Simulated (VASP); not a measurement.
Set up this calculation in VASP 6.6.1, as the native input.

```yaml
Task: single point
Functional: PBEsol
Potentials_or_basis: VASP PAW PBE potentials, release 64 (Tl_d, Pb_d, Cl)
Cutoff: 520 eV
k_mesh: 6 × 6 × 6
Occupations: fermi-dirac, width 0.03 eV
Spin: no spin polarisation
Dipole_correction: no
Further_INCAR_settings: ALGO = Normal; EDIFF = 1e-06; NBANDS = 43
```

The structure of Tl2PbCl4 lies in POSCAR:

```
Tl2PbCl4
1.0
   -3.4385418160      3.4385418160      7.3184317452
    3.4385418160     -3.4385418160      7.3184317452
    3.4385418160      3.4385418160     -7.3184317452
Tl Pb Cl
2 1 4
Direct
    0.5000000000      0.5000000000      0.0000000000
    0.2500000000      0.7500000000      0.5000000000
    0.0000000000      0.0000000000      0.0000000000
    0.1490025156      0.0999269752      0.4626346242
    0.6372923510      0.6863678914      0.5373653758
    0.3136321086      0.8509974844      0.9509244597
    0.9000730248      0.3627076490      0.0490755403
```

The input as run:

INCAR

```
SYSTEM = Tl2PbCl4
  PREC = Accurate
  ENCUT = 520
  EDIFF = 1E-6
  ISMEAR = -1
  SIGMA = 0.03
  LREAL = .False.
  LASPH = .True.
  NELM = 80
  ALGO = Normal
  ISIF = 2
  LWAVE = .False.
  LCHARG = .True.
  GGA = PS
  LELF = .True.
  LVHAR = .True.
  NBANDS = 43
```

KPOINTS

```
regular mesh
0
Gamma
  6 6 6
  0 0 0
```

Potentials or basis: VASP PAW PBE potentials, release 64 (Tl_d, Pb_d, Cl).

Launch:

```sh
$ cat potpaw_PBE.64/Tl_d/POTCAR potpaw_PBE.64/Pb_d/POTCAR potpaw_PBE.64/Cl/POTCAR > POTCAR
$ mpirun -np 1 vasp_std > vasp.out
```

Results of the run:

```
Pressure               : 0.0 GPa
Largest force          : 0.006 eV/Å
Band gap on the k mesh : 2.90 eV
```

Caveat: the PAW data sets were made with another functional, which shifts forces and pressure a little; spin-orbit coupling is left out, which moves the levels of the heavy elements.

Run time: 21 min on 1 thread of Intel Xeon 8259CL, on a shared host, peak memory 1 GiB.
